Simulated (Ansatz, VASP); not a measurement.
**Two plane-wave programs on Os**

The input POSCAR:

```
Os
1.0
    2.7363086563      0.0000000000      0.0000000000
   -1.3681543282      2.3697128090      0.0000000000
    0.0000000000      0.0000000000      4.3224283917
Os
2
Direct
    0.3333333333      0.6666666667      0.2500000000
    0.6666666667      0.3333333333      0.7500000000
```

File INCAR.step1:

```
PREC = Accurate ; ENCUT = 520
ISMEAR = 0 ; SIGMA = 0.1
LREAL = F ; LASPH = T
NELM = 100 ; NBANDS = 15
GGA = PE ; ALGO = Normal
EDIFF = 1E-4 ; LWAVE = T
LCHARG = F
```

The input INCAR.step2:

```
PREC = Accurate ; ENCUT = 520
EDIFF = 1E-7 ; ISMEAR = 0
SIGMA = 0.1 ; LREAL = F
LASPH = T ; NELM = 100
ALGO = Normal ; ISIF = 2
LWAVE = F ; LCHARG = F
METAGGA = R2SCAN ; LMIXTAU = T
NBANDS = 15 ; ISTART = 1
```

KPOINTS

```
Automatic mesh
0
Gamma
  18 18 10
```

Input for Ansatz:

```yaml
crystal:
  lattice:
    - [2.7363086563, 0.0, 0.0]
    - [-1.3681543282, 2.369712809, 0.0]
    - [0.0, 0.0, 4.3224283917]
  atoms:
    - { symbol: Os, position: [0.3333333333, 0.6666666667, 0.25] }
    - { symbol: Os, position: [0.6666666667, 0.3333333333, 0.75] }
basis:
  ecutwfc: 500
kpoints:
  mp_grid: { grid: [18, 18, 10] }
  band_path:
    path:
      - [[0.0, 0.0, 0.0], [0.5, 0.0, 0.0], [0.33333333, 0.33333333, 0.0], [0.0, 0.0, 0.0], [0.0, 0.0, 0.5], [0.5, 0.0, 0.5], [0.33333333, 0.33333333, 0.5], [0.0, 0.0, 0.5]]
      - [[0.5, 0.0, 0.5], [0.5, 0.0, 0.0]]
      - [[0.33333333, 0.33333333, 0.5], [0.33333333, 0.33333333, 0.0]]
    npoints: 14
hamiltonian:
  xc: r2scan
scf:
  occupations: { method: gaussian, width: 0.1 }
  n_extra_bands: 6
output:
  forces: true
  stress: true
  eigenvalues: true
  populations: true
  dos: { projected: true, de: 0.02, nscf_kmesh: { grid: [27, 27, 15] } }
  bader: true
  write_density: true
  write_potential: true
  elf: true
  volumetric_format: npy
```

Alike in both runs: task single point; functional r2SCAN; k mesh 18 × 18 × 10; occupations gaussian, width 0.1 eV; no spin polarisation.

|  | VASP | Ansatz |
| --- | --- | --- |
| version | VASP 6.6.1 | Ansatz 0.2.0 |
| potentials or method | VASP PAW PBE potentials, release 64 (Os), cutoff 520 eV | scalar-relativistic, plane waves, PAW |
| valence electrons in the cell | 16 | 32 |

|  | VASP | Ansatz | Ansatz less VASP |
| --- | --- | --- | --- |
| gap on the k mesh at the Fermi level (eV) | none | none | - |
| pressure (GPa) | 1.0 | 0.0 | -1.00 |

VASP's potentials were made for PBE, not for r2SCAN. A gap of «none» marks a metal or a gap that the smearing closes. With one functional, cell and mesh, what is left measures potentials, basis and numerics. VASP's potentials hold 16 valence electrons a cell and Ansatz's 32, so a difference there can come from the potentials and not from the codes.

Neither program's run includes spin-orbit coupling.
